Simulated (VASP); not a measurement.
# Pb (P6_3/mmc) in VASP: notebook, part 2 of 3

VASP 6.6.1. The steps go on from the part before.

## Step 4: Single point, PBEsol (28.73 Å³/atom)

This run uses another cell than the first one, of 28.73 Å³/atom.

Input file INCAR:

```
SYSTEM = Pb
PREC = Accurate
ENCUT = 520
EDIFF = 1E-7
ISMEAR = -1
SIGMA = 0.08
LREAL = .False.
LASPH = .True.
NELM = 60
ALGO = Normal
ISIF = 2
LWAVE = .False.
LCHARG = .True.
GGA = PS
LELF = .True.
LVHAR = .True.
NBANDS = 21
```

Input file KPOINTS:

```
Automatic mesh
0
Gamma
  14 14 8
  0 0 0
```

Input file POSCAR:

```
Pb
1.0
    3.4566442775      0.0000000000      0.0000000000
   -1.7283221388      2.9935417561      0.0000000000
    0.0000000000      0.0000000000      5.5524820910
Pb
2
Direct
    0.3333333333      0.6666666667      0.2500000000
    0.6666666667      0.3333333333      0.7500000000
```

Potentials or basis: VASP PAW PBE potentials, release 64 (Pb_d).

On the command line:

```bash
$ cat potpaw_PBE.64/Pb_d/POTCAR > POTCAR
$ mpirun -np 1 vasp_std > vasp.out
```

OUTCAR:

```text
SYSTEM = Pb
   PREC = Accurate
   ENCUT = 520
   EDIFF = 1E-7
   ISMEAR = -1
   LREAL = .False.
   LASPH = .True.
   NELM = 60
   ISIF = 2
   GGA = PS

 ion  position               nearest neighbor table
   1  0.333  0.667  0.250-   2 3.42   2 3.42   2 3.42   2 3.42   2 3.42   2 3.42
   2  0.667  0.333  0.750-   1 3.42   1 3.42   1 3.42   1 3.42   1 3.42   1 3.42

  LATTYP: Found a hexagonal cell.
 ALAT       =     3.4566442775
 C/A-ratio  =     1.6063215203

  Lattice vectors:

 A1 = (   3.4566442775,   0.0000000000,   0.0000000000)
 A2 = (  -1.7283221388,   2.9935417561,   0.0000000000)
 A3 = (   0.0000000000,   0.0000000000,   5.5524820910)

Analysis of symmetry for initial positions (statically):
=====================================================================
 Subroutine PRICEL returns:
 Original cell was already a primitive cell.

 Routine SETGRP: Setting up the symmetry group for a
 hexagonal supercell.

 Subroutine GETGRP returns: Found 24 space group operations
 (whereof 12 operations were pure point group operations)
 out of a pool of 24 trial point group operations.

The static configuration has the point symmetry D_3d.
 The point group associated with its full space group is D_6h.

Analysis of symmetry for dynamics (positions and initial velocities):
=====================================================================
 Subroutine PRICEL returns:
 Original cell was already a primitive cell.

 Routine SETGRP: Setting up the symmetry group for a
 hexagonal supercell.

 Subroutine GETGRP returns: Found 24 space group operations
 (whereof 12 operations were pure point group operations)
 out of a pool of 24 trial point group operations.

The dynamic configuration has the point symmetry D_3d.
 The point group associated with its full space group is D_6h.

 Subroutine INISYM returns: Found 24 space group operations
 (whereof 12 operations are pure point group operations),
 and found     1 'primitive' translations

----------------------------------------------------------------------------------------

                                     Primitive cell

  volume of cell :      57.4549

  direct lattice vectors                    reciprocal lattice vectors
     3.456644278  0.000000000  0.000000000     0.289297920  0.167026232  0.000000000
    -1.728322139  2.993541756  0.000000000     0.000000000  0.334052464  0.000000000
     0.000000000  0.000000000  5.552482091     0.000000000  0.000000000  0.180099635

  length of vectors
     3.456644278  3.456644277  5.552482091     0.334052464  0.334052464  0.180099635

  position of ions in fractional coordinates (direct lattice)
     0.333333333  0.666666667  0.250000000
     0.666666667  0.333333333  0.750000000

  ion indices of the primitive-cell ions
   primitive index   ion index
                 1           1
                 2           2

----------------------------------------------------------------------------------------

 KPOINTS: Automatic mesh

Automatic generation of k-mesh.
 Grid dimensions read from file:
 generate k-points for:   14   14    8

 Generating k-lattice:

  Cartesian coordinates                     Fractional coordinates (reciprocal lattice)
     0.020664137  0.011930445  0.000000000     0.071428571  0.000000000  0.000000000
     0.000000000  0.023860890  0.000000000     0.000000000  0.071428571  0.000000000
     0.000000000  0.000000000  0.022512454     0.000000000  0.000000000  0.125000000

  Length of vectors
     0.023860890  0.023860890  0.022512454

  Shift w.r.t. Gamma in fractional coordinates (k-lattice)
     0.000000000  0.000000000  0.000000000

 Subroutine IBZKPT returns following result:
 ===========================================

 Found    120 irreducible k-points:

 Following reciprocal coordinates:
            Coordinates               Weight
  0.000000  0.000000  0.000000      1.000000
  0.071429  0.000000  0.000000      6.000000
  0.142857  0.000000  0.000000      6.000000
  0.214286  0.000000  0.000000      6.000000
  0.285714  0.000000  0.000000      6.000000
  0.357143 -0.000000  0.000000      6.000000
[... 16 lines left out ...]
  0.285714  0.285714  0.000000      6.000000
  0.357143  0.285714  0.000000      6.000000
 [... further k-points ...]
   k-points           NKPTS =    120   k-points in BZ     NKDIM =    120   number of bands    NBANDS=     21
   number of dos      NEDOS =    301   number of ions     NIONS =      2
   total plane-waves  NPLWV =  32928
   dimension x,y,z NGX =    28 NGY =   28 NGZ =   42
   dimension x,y,z NGXF=    56 NGYF=   56 NGZF=   84
   ions per type =               2
   NGX,Y,Z   is equivalent  to a cutoff of  13.47, 13.47, 12.58 a.u.
   NGXF,Y,Z  is equivalent  to a cutoff of  26.93, 26.93, 25.15 a.u.
 SYSTEM =  Pb
   PREC   = accura    normal or accurate (medium, high low for compatibility)
   ISTART =      0    job   : 0-new  1-cont  2-samecut
   ICHARG =      2    charge: 1-file 2-atom 10-const
   ISPIN  =      1    spin polarized calculation?
   LNONCOLLINEAR =      F non collinear calculations
   LSORBIT =      F    spin-orbit coupling
   LASPH  =      T    aspherical Exc in radial PAW
   ENCUT  =  520.0 eV  38.22 Ry    6.18 a.u.   6.43  6.43 10.32*2*pi/ulx,y,z
   NELM   =     60;   NELMIN=  2; NELMDL= -5     # of ELM steps
   EDIFF  = 0.1E-06   stopping-criterion for ELM
   LREAL  =      F    real-space projection
   EDIFFG = 0.1E-05   stopping-criterion for IOM
   NSW    =      0    number of steps for IOM
   IBRION =     -1    ionic relax: 0-MD 1-quasi-New 2-CG
   NFREE  =      0    steps in history (QN), initial steepest desc. (CG)
   ISIF   =      2    stress and relaxation
   ISYM   =      2    0-nonsym 1-usesym 2-fastsym
   POTIM  = 0.5000    time-step for ionic-motion
   TEBEG  =    0.0;   TEEND  =   0.0 temperature during run
   PSTRESS=    0.0 pullay stress
   NELECT =      28.0000    total number of electrons
   NUPDOWN=      -1.0000    fix difference up-down
   EMIN   =  10.00;   EMAX   =-10.00  energy-range for DOS
   EFERMI =   0.00;   METHOD = LEGACY
   ISMEAR =    -1;   SIGMA  =   0.08  broadening in eV -4-tet -1-fermi 0-gaus
   EFERMI_NEDOS =   21; number of points for ismear=-14 and -15
   IALGO  =     38    algorithm
   IMIX   =      4    mixing-type and parameters
     AMIX     =   0.40;   BMIX     =  1.00
     AMIX_MAG =   1.60;   BMIX_MAG =  1.00
  volume/ion in A,a.u.               =      28.73       193.86
  Fermi-wavevector in a.u.,A,eV,Ry     =   1.288304  2.434542 22.581969  1.659728
  Thomas-Fermi vector in A             =   2.420266
   LORBIT       =      0    0 simple, 1 ext, 2 COOP (PROOUT), +10 PAW based schemes
   GGA     = PS    functional components
   LHFCALC =     F    Hartree Fock is set to
   AEXX    =    0.0000 exact exchange contribution
   IVDW    =     0    specifies the selected vdW correction
   LEPSILON=     F    determine dielectric tensor
   LRPA    =     F    only Hartree local field effects (RPA)
 non-spin polarized calculation
  energy-cutoff  :      520.00
  volume of cell :       57.45
 maximum number of plane-waves:      1570
 NGX is ok and might be reduce to    28
   NGX = 13   NGY = 13   NGZ = 21

 number of electron      28.0000006 magnetization

 Free energy of the ion-electron system (eV)
  ---------------------------------------------------
  ext. energy  EPLUGINS =         0.00000000
  ---------------------------------------------------
  free energy    TOTEN  =        -7.96535453 eV

  energy without entropy =       -7.94134198  energy(sigma->0) =       -7.95334825

 E-fermi :   7.6773     XC(G=0): -10.6053

 val. band max:        7.6743896791   @ k =   0.2857   0.0000   0.2500
 cond. band min:       7.7138955227   @ k =   0.4286   0.1429   0.2500
 fundamental gap:      0.0395058436
 Fermi energy:         7.6772670213

 k-point     1 :       0.0000    0.0000    0.0000
  band No.  band energies     occupation
      1      -9.3613      2.00000
      2      -9.3041      2.00000
      3      -9.2911      2.00000
      4      -9.2911      2.00000
      5      -9.2640      2.00000
      6      -9.2640      2.00000
[... 13 lines left out ...]
     20      16.7753      0.00000
     21      19.2815      0.00000

 k-point     2 :       0.0714    0.0000    0.0000
  band No.  band energies     occupation
      1      -9.3565      2.00000
      2      -9.3153      2.00000
      3      -9.2775      2.00000
      4      -9.2746      2.00000
      5      -9.2613      2.00000
      6      -9.2509      2.00000
[... 520 lines left out ...]
 k-point    24 :       0.3571    0.2857    0.0000
  band No.  band energies     occupation
      1      -9.4275      2.00000
      2      -9.2942      2.00000
      3      -9.2485      2.00000
      4      -9.2453      2.00000
      5      -9.2129      2.00000
      6      -9.1753      2.00000
[... 13 lines left out ...]
     20      20.2477      0.00000
     21      22.2850      0.00000

 [... further k-points ...]
[... 5 lines left out ...]
  --------------------------------------------------------------------------------------
  -------------------------------------------------------------------------------------
  Total        0.4730708      0.4730708      1.2014213     -0.0000000      0.0000000      0.0000000
  in kB       13.1919669     13.1919669     33.5026171     -0.0000000      0.0000000      0.0000000
  external PRESSURE =      19.9621836 kB  Pullay stress =       0.0000000 kB

 VOLUME and BASIS-vectors are now :
 -----------------------------------------------------------------------------
  energy-cutoff  :      520.00
  volume of cell :       57.45
      direct lattice vectors                 reciprocal lattice vectors
     3.456644278  0.000000000  0.000000000     0.289297920  0.167026232  0.000000000
    -1.728322139  2.993541756  0.000000000     0.000000000  0.334052464  0.000000000
     0.000000000  0.000000000  5.552482091     0.000000000  0.000000000  0.180099635

 POSITION                                       TOTAL-FORCE (eV/Angst)
 -----------------------------------------------------------------------------------
     -0.00000      1.99569      1.38812         0.000000     -0.000000      0.000000
      1.72832      0.99785      4.16436        -0.000000      0.000000      0.000000
 -----------------------------------------------------------------------------------
    total drift:                               -0.000000      0.000000      0.000000

  FREE ENERGIE OF THE ION-ELECTRON SYSTEM (eV)
  ---------------------------------------------------
  free  energy   TOTEN  =        -7.9653545260 eV

  energy  without entropy=       -7.9413419821  energy(sigma->0) =       -7.95334825
```

OSZICAR:

```text
N       E                     dE             d eps       ncg     rms          rms(c)
DAV:   1     0.295624349248E+03    0.29562E+03   -0.14293E+04  5053   0.167E+03
DAV:   2     0.130429410489E+02   -0.28258E+03   -0.27594E+03  5085   0.411E+02
DAV:   3    -0.734893030262E+01   -0.20392E+02   -0.20153E+02  6112   0.137E+02
DAV:   4    -0.797457302303E+01   -0.62564E+00   -0.62531E+00  6112   0.267E+01
DAV:   5    -0.800514801121E+01   -0.30575E-01   -0.30574E-01  6920   0.541E+00    0.907E-01
DAV:   6    -0.797401383757E+01    0.31134E-01   -0.52686E-02  6996   0.322E+00    0.421E-01
DAV:   7    -0.796592440894E+01    0.80894E-02   -0.19062E-02  7042   0.186E+00    0.130E-01
DAV:   8    -0.796535588363E+01    0.56853E-03   -0.10749E-03  6843   0.451E-01    0.124E-02
DAV:   9    -0.796535464639E+01    0.12372E-05   -0.36056E-05  7168   0.870E-02    0.612E-03
DAV:  10    -0.796535445665E+01    0.18974E-06   -0.29099E-06  7421   0.196E-02    0.900E-04
DAV:  11    -0.796535452602E+01   -0.69371E-07   -0.19447E-07  3946   0.643E-03
   1 F= -.79653545E+01 E0= -.79533483E+01  d E =-.240125E-01
```

stdout:

```text
POSCAR found type information on POSCAR Pb
 POSCAR found :  1 types and       2 ions
 scaLAPACK will be used
 -----------------------------------------------------------------------------
|                                                                             |
|                                                                             |
|     You enforced a specific xc type in the INCAR file but a different       |
|     I HOPE YOU KNOW WHAT YOU ARE DOING!                                     |
|                                                                             |
 -----------------------------------------------------------------------------

 LDA part: xc-table for (Slater+PW92), standard interpolation
 POSCAR, INCAR and KPOINTS ok, starting setup
 FFT: planning ... GRIDC
 FFT: planning ... GRID_SOFT
 FFT: planning ... GRID
 WAVECAR not read
 entering main loop
```

It took 2.6 min on 1 thread of Intel Xeon 8259CL, shared host; peak memory 0.25 GiB.

What came out:

| Quantity | Value |
| --- | --- |
| Free energy | -7.9654 eV |
| Pressure | 2.0 GPa |
| Band gap on the k mesh | zero (bands 14 and 15 overlap by 7.60 eV) |

Stress tensor (GPa, compression positive):
```
1.32 0.00 0.00
0.00 1.32 0.00
0.00 0.00 3.35
```

Caveat: the PAW data sets were made with another functional, which shifts forces and pressure a little; spin-orbit coupling is left out, which moves the levels of the heavy elements.

## Step 5: Single point, PBEsol (zz strain of -2 %)

Input file INCAR:

```
PREC = Accurate
ENCUT = 520
EDIFF = 1E-6
ISMEAR = -1
SIGMA = 0.08
LREAL = F
LASPH = T
NELM = 60
ALGO = Normal
ISIF = 2
LWAVE = F
LCHARG = T
GGA = PS
LELF = T
LVHAR = T
NBANDS = 21
```

Input file KPOINTS:

```
regular mesh
0
Gamma
  14 14 8
```

Input file POSCAR:

```
Pb
1.0
    3.4800006906      0.0000000000      0.0000000000
   -1.7400003453      3.0137690032      0.0000000000
    0.0000000000      0.0000000000      5.4782000000
Pb
2
Direct
    0.3333333333      0.6666666667      0.2500000000
    0.6666666667      0.3333333333      0.7500000000
```

On the command line:

```bash
$ cat potpaw_PBE.64/Pb_d/POTCAR > POTCAR
$ mpirun -np 1 vasp_std > vasp.out
```

Run time: 2.5 min. Hardware: 1 thread of Intel Xeon 8259CL, shared host; peak memory 0.25 GiB.

Results (log left out):

```
Free energy            : -7.9532 eV
Pressure               : 2.1 GPa
Band gap on the k mesh : zero (bands 14 and 15 overlap by 7.45 eV)
```

Stress tensor (GPa, compression positive):
```
1.13 0.00 0.00
0.00 1.13 0.00
0.00 0.00 4.12
```

Levels at points of the mesh, in eV from the Fermi level:
| k point | band 12 | band 13 | band 14 | band 15 | band 16 | band 17 |
| --- | --- | --- | --- | --- | --- | --- |
| (0.00, 0.00, 0.00) | -7.80 | -4.35 | 5.48 | 5.48 | 7.50 | 7.50 |
| (0.50, 0.00, 0.00) | -7.20 | -2.82 | -1.28 | -0.54 | 1.84 | 1.84 |
| (0.00, 0.00, 0.50) | -10.75 | 1.34 | 1.34 | 6.45 | 6.45 | 6.45 |
| (0.50, 0.00, 0.50) | -7.58 | -3.90 | -3.90 | 3.41 | 3.41 | 4.00 |

Caveat: the cell differs from its parent crystal (zz strain of -2 %); the PAW data sets were made with another functional, which shifts forces and pressure a little; spin-orbit coupling is left out, which moves the levels of the heavy elements.

(Part 2 of 3 ends here.)
